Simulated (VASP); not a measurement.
# HgTe (F-43m) in VASP: vibrations by perturbation theory with PBEsol

Aim: the vibrations by perturbation theory of HgTe with PBEsol.

All numbers are computed with VASP 6.6.1; they aren't measurements. Logs are shortened: lines on timing, memory, paths and dates and some standing lists are left out, and cuts for length are marked.

## (1) The cell of the first run

It takes space group F-43m (No. 216, cubic). The conventional cell has a = 6.280 Å, b = 6.280 Å, c = 6.280 Å, α = 90.00°, β = 90.00°, γ = 90.00°. Hg (site symmetry -43m) has 4 Te at 2.72 Å within 3.6 Å. Within 3.6 Å of Te (site symmetry -43m) lie 4 Hg at 2.72 Å.

## (2) Vibrations by perturbation theory, PBEsol

INCAR reads:

```
PREC     = Accurate       # precision mode
ENCUT    = 520            # plane-wave cutoff, eV
EDIFF    = 1E-8           # SCF threshold, eV
ISMEAR   = -1             # smearing method
SIGMA    = 0.15           # smearing width, eV
LREAL    = F              # projectors in reciprocal space
LASPH    = T              # aspherical terms in the spheres
NELM     = 60             # most SCF steps
ALGO     = Normal         # electronic algorithm
ISIF     = 2              # what is computed and relaxed
LWAVE    = F              # write WAVECAR
LCHARG   = F              # write CHGCAR
GGA      = PS             # functional
IBRION   = 8              # ionic algorithm
NSW      = 1              # ionic steps
```

KPOINTS reads:

```
regular mesh
0
Gamma
  12 12 12
```

POSCAR reads:

```
HgTe
1.0
    0.0000000000      3.1399537871      3.1399537871
    3.1399537871      0.0000000000      3.1399537871
    3.1399537871      3.1399537871      0.0000000000
Hg Te
1 1
Direct
    0.0000000000      0.0000000000      0.0000000000
    0.7500000000      0.7500000000      0.7500000000
```

Potentials or basis: VASP PAW PBE potentials, release 64 (Hg, Te).

Run with:

```console
cat potpaw_PBE.64/Hg/POTCAR potpaw_PBE.64/Te/POTCAR > POTCAR
mpirun -np 1 vasp_std > vasp.out
```

OUTCAR:

```text
PREC = Accurate
   ENCUT = 520
   EDIFF = 1E-8
   ISMEAR = -1
   LREAL = F
   LASPH = T
   NELM = 60
   ISIF = 2
   GGA = PS
   IBRION = 8
   NSW = 1

 ion  position               nearest neighbor table
   1  0.000  0.000  0.000-   2 2.72   2 2.72   2 2.72   2 2.72
   2  0.750  0.750  0.750-   1 2.72   1 2.72   1 2.72   1 2.72

  LATTYP: Found a face centered cubic cell.
 ALAT       =     6.2799075742

  Lattice vectors:

 A1 = (   0.0000000000,   3.1399537871,   3.1399537871)
 A2 = (   3.1399537871,   0.0000000000,   3.1399537871)
 A3 = (   3.1399537871,   3.1399537871,   0.0000000000)

Analysis of symmetry for initial positions (statically):
=====================================================================
 Subroutine PRICEL returns:
 Original cell was already a primitive cell.

 Routine SETGRP: Setting up the symmetry group for a
 face centered cubic supercell.

 Subroutine GETGRP returns: Found 24 space group operations
 (whereof 24 operations were pure point group operations)
 out of a pool of 48 trial point group operations.

The static configuration has the point symmetry T_d .

Analysis of symmetry for dynamics (positions and initial velocities):
=====================================================================
 Subroutine PRICEL returns:
 Original cell was already a primitive cell.

 Routine SETGRP: Setting up the symmetry group for a
 face centered cubic supercell.

 Subroutine GETGRP returns: Found 24 space group operations
 (whereof 24 operations were pure point group operations)
 out of a pool of 48 trial point group operations.

The dynamic configuration has the point symmetry T_d .

 Subroutine INISYM returns: Found 24 space group operations
 (whereof 24 operations are pure point group operations),
 and found     1 'primitive' translations

----------------------------------------------------------------------------------------

                                     Primitive cell

  volume of cell :      61.9156

  direct lattice vectors                    reciprocal lattice vectors
     0.000000000  3.139953787  3.139953787    -0.159238012  0.159238012  0.159238012
     3.139953787  0.000000000  3.139953787     0.159238012 -0.159238012  0.159238012
     3.139953787  3.139953787  0.000000000     0.159238012  0.159238012 -0.159238012

  length of vectors
     4.440565231  4.440565231  4.440565231     0.275808328  0.275808328  0.275808328

  position of ions in fractional coordinates (direct lattice)
     0.000000000  0.000000000  0.000000000
     0.750000000  0.750000000  0.750000000

  ion indices of the primitive-cell ions
   primitive index   ion index
                 1           1
                 2           2

----------------------------------------------------------------------------------------

 KPOINTS: regular mesh

Automatic generation of k-mesh.
 Grid dimensions read from file:
 generate k-points for:   12   12   12

 Generating k-lattice:

  Cartesian coordinates                     Fractional coordinates (reciprocal lattice)
    -0.013269834  0.013269834  0.013269834     0.083333333  0.000000000  0.000000000
     0.013269834 -0.013269834  0.013269834     0.000000000  0.083333333  0.000000000
     0.013269834  0.013269834 -0.013269834     0.000000000  0.000000000  0.083333333

  Length of vectors
     0.022984027  0.022984027  0.022984027

  Shift w.r.t. Gamma in fractional coordinates (k-lattice)
     0.000000000  0.000000000  0.000000000

 Subroutine IBZKPT returns following result:
[... 82 lines left out ...]
  volume of cell :       61.92
 maximum number of plane-waves:      1700
 NGX is ok and might be reduce to    36
   NGX = 17   NGY = 17   NGZ = 17

--------------------------------------- Ionic step        1  -------------------------------------------

 number of electron      18.0000002 magnetization

 Free energy of the ion-electron system (eV)
  ---------------------------------------------------
  ext. energy  EPLUGINS =         0.00000000
  ---------------------------------------------------
  free energy    TOTEN  =        -4.25302051 eV

  energy without entropy =       -4.24748603  energy(sigma->0) =       -4.25025327

 E-fermi :   4.1807     XC(G=0):  -9.3393

 val. band max:        3.9245731548   @ k =   0.0000   0.0000   0.0000
 cond. band min:       4.4351972989   @ k =   0.0833   0.0000   0.0000
 fundamental gap:      0.5106241441
 Fermi energy:         4.1807408060

 k-point     1 :       0.0000    0.0000    0.0000
  band No.  band energies     occupation
      1      -8.7787      2.00000
      2      -3.9797      2.00000
      3      -3.9797      2.00000
      4      -3.9797      2.00000
      5      -3.3314      2.00000
      6      -3.3314      2.00000
      7       3.3361      1.99285
      8       3.9246      1.69310
      9       3.9246      1.69310
     10       3.9246      1.69310
     11       7.9294      0.00000
     12       7.9294      0.00000
     13       7.9294      0.00000
[... 354 lines left out ...]
  band No.  band energies     occupation
      1      -8.0161      2.00000
      2      -3.8098      2.00000
      3      -3.7734      2.00000
      4      -3.3613      2.00000
      5      -3.3193      2.00000
      6      -2.9801      2.00000
      7      -1.9971      2.00000
      8       1.4067      2.00000
      9       2.4538      1.99998
     10       5.7645      0.00005
     11       8.2625      0.00000
     12       9.4292      0.00000
     13      10.7757      0.00000

 [... further k-points ...]

------------------------ aborting loop because EDIFF is reached ----------------------------------------

  FORCE on cell =-STRESS in cart. coord.  units (eV):
  Direction    XX          YY          ZZ          XY          YZ          ZX
  --------------------------------------------------------------------------------------
  -------------------------------------------------------------------------------------
  Total        2.3928267      2.3928267      2.3928267      0.0000000      0.0000000      0.0000000
  in kB       61.9187339     61.9187339     61.9187339      0.0000000      0.0000000      0.0000000
  external PRESSURE =      61.9187339 kB  Pullay stress =       0.0000000 kB

 VOLUME and BASIS-vectors are now :
 -----------------------------------------------------------------------------
  energy-cutoff  :      520.00
  volume of cell :       61.92
      direct lattice vectors                 reciprocal lattice vectors
     0.000000000  3.139953787  3.139953787    -0.159238012  0.159238012  0.159238012
     3.139953787  0.000000000  3.139953787     0.159238012 -0.159238012  0.159238012
     3.139953787  3.139953787  0.000000000     0.159238012  0.159238012 -0.159238012

 POSITION                                       TOTAL-FORCE (eV/Angst)
 -----------------------------------------------------------------------------------
      0.00000      0.00000      0.00000         0.000000      0.000000      0.000000
      4.70993      4.70993      4.70993        -0.000000     -0.000000     -0.000000
 -----------------------------------------------------------------------------------
    total drift:                                0.000000      0.000000      0.000000

  FREE ENERGIE OF THE ION-ELECTRON SYSTEM (eV)
  ---------------------------------------------------
  free  energy   TOTEN  =        -4.2530205086 eV

  energy  without entropy=       -4.2474860340  energy(sigma->0) =       -4.25025327

[... ionic steps 2 to 3 ...]

--------------------------------------- Ionic step        4  -------------------------------------------

------------------------ aborting loop because EDIFF is reached ----------------------------------------

[... ionic steps 5 to 6 ...]

--------------------------------------- Ionic step        7  -------------------------------------------

 Free energy of the ion-electron system (eV)
  ---------------------------------------------------
  ---------------------------------------------------
  free energy    TOTEN  =        -0.04739838 eV

  energy without entropy =       -0.04739838

------------------------ aborting loop because EDIFF is reached ----------------------------------------

 INTERNAL STRAIN TENSOR  FOR ION    2  DIRECTION 1   (eV/Angst):
 -----------------------------------------------------------------------------
    -0.00269  0.00000  0.00000
     0.00000  0.00568  9.21395
     0.00000  9.21395  0.00568

 INTERNAL STRAIN TENSOR FOR ION    2 for displacements in x,y,z  (eV/Angst):
          X           Y           Z          XY          YZ          ZX
  --------------------------------------------------------------------------------
  x    -0.00000    -0.00000    -0.00000     0.00000     9.21395     0.00000
  y    -0.00000     0.00000    -0.00000     0.00000     0.00000     9.21395
  z    -0.00000    -0.00000    -0.00000     9.21395     0.00000     0.00000

 SECOND DERIVATIVES (NOT SYMMETRIZED)
 ------------------------------------
               1X          1Y          1Z          2X          2Y          2Z
  1X    -5.604726    0.000000    0.000000    5.604726    0.000000    0.000000
  1Y     0.000000   -5.604726    0.000000    0.000000    5.604726    0.000000
  1Z     0.000000    0.000000   -5.604726    0.000000    0.000000    5.604726
  2X     5.599931    0.000000    0.000000   -5.599931    0.000000    0.000000
  2Y     0.000000    5.599931    0.000000    0.000000   -5.599931    0.000000
  2Z     0.000000    0.000000    5.599931    0.000000    0.000000   -5.599931

 Eigenvectors and eigenvalues of the dynamical matrix
 ----------------------------------------------------

   1 f  =    4.189836 THz    26.325518 2PiTHz  139.757896 cm-1    17.327763 meV
             X         Y         Z           dx          dy          dz
      0.000000  0.000000  0.000000     0.000000    0.623701    0.000000
      4.709931  4.709931  4.709931     0.000000   -0.781663    0.000000
[... 21 lines left out ...]
   6 f/i=    0.000874 THz     0.005492 2PiTHz    0.029157 cm-1     0.003615 meV
             X         Y         Z           dx          dy          dz
      0.000000  0.000000  0.000000     0.000000    0.000000    0.781663
      4.709931  4.709931  4.709931     0.000000    0.000000    0.623701

--------------------------------------------------------------------------------------------------------

 ELASTIC MODULI CONTR FROM IONIC RELAXATION (kBar)
 Direction    XX          YY          ZZ          XY          YZ          ZX
 --------------------------------------------------------------------------------
 XX          -0.0000     -0.0000     -0.0000      0.0000     -0.0000      0.0000
 YY          -0.0000     -0.0000     -0.0000      0.0000      0.0000      0.0000
 ZZ          -0.0000     -0.0000     -0.0000      0.0000      0.0000      0.0000
 XY           0.0000      0.0000      0.0000   -406.5852     -0.0000      0.0000
 YZ          -0.0000      0.0000      0.0000     -0.0000   -406.5852      0.0000
 ZX           0.0000      0.0000      0.0000      0.0000      0.0000   -406.5852
 --------------------------------------------------------------------------------
```

Wall time 11 min (1 thread of Intel Xeon Platinum 8259CL at 2.50GHz (Skylake/Cascade Lake), shared host); peak memory 0.64 GiB.

Results:

```yaml
Highest_phonon_frequency_at_Γ_LO-TO_splitting_left_out: 140 cm⁻¹
```

Phonon frequencies in cm⁻¹ (negative: imaginary):
| q point | frequencies |
| --- | --- |
| (0.000, 0.000, 0.000) | 0 0 0 140 140 140 |

Caveat: the cell stands under pressure or tension, which shifts response properties; the PAW data sets were made with another functional, which shifts forces and pressure a little; spin-orbit coupling is left out, which moves the levels of the heavy elements.
